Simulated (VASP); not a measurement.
Wanted: the native input for a VASP 6.6.1 run.

* Task: single point
* Functional: PBE
* Potentials or basis: VASP PAW PBE potentials, release 64 (In_d, P)
* Cutoff: 520 eV
* k mesh: 10 × 10 × 10
* Occupations: gaussian, width 0.01 eV
* Spin: no spin polarisation
* Dipole correction: no
* Further INCAR settings: ALGO = Normal; EDIFF = 1e-06; NBANDS = 16

The structure of InP lies in POSCAR:

```
InP
1.0
    0.0000000000      2.7799418883      2.7799418883
    2.7799418883      0.0000000000      2.7799418883
    2.7799418883      2.7799418883      0.0000000000
In P
1 1
Direct
    0.0000000000      0.0000000000      0.0000000000
    0.7500000000      0.7500000000      0.7500000000
```

The input as run:

INCAR

```
SYSTEM = InP
ALGO     = Normal         ! electronic algorithm
EDIFF    = 1E-6           ! SCF threshold, eV
ENCUT    = 520            ! plane-wave cutoff, eV
GGA      = PE             ! functional
ISIF     = 2              ! what is computed and relaxed
ISMEAR   = 0              ! smearing method
LASPH    = .True.         ! aspherical terms in the spheres
LCHARG   = .False.        ! write CHGCAR
LREAL    = .False.        ! projectors in reciprocal space
LWAVE    = .False.        ! write WAVECAR
NBANDS   = 16             ! bands
NELM     = 100            ! most SCF steps
PREC     = Accurate       ! precision mode
SIGMA    = 0.01           ! smearing width, eV
```

KPOINTS

```
k-points
0
Gamma
  10 10 10
  0 0 0
```

Potentials or basis: VASP PAW PBE potentials, release 64 (In_d, P).

Command:

```sh
$ cat potpaw_PBE.64/In_d/POTCAR potpaw_PBE.64/P/POTCAR > POTCAR
$ mpirun -np 1 vasp_std > vasp.out
```

Results of the run:

The pressure is 19.8 GPa. The band gap on the k mesh is 1.45 eV, indirect (least direct gap 1.55 eV).

Caveat: spin-orbit coupling is left out, which moves the levels of the heavy elements.

Run time: 32 s on 1 thread of Intel(R) Xeon(R) Platinum 8259CL CPU @ 2.50GHz (Skylake/Cascade Lake), with other jobs on the host, peak memory 0.18 GiB.
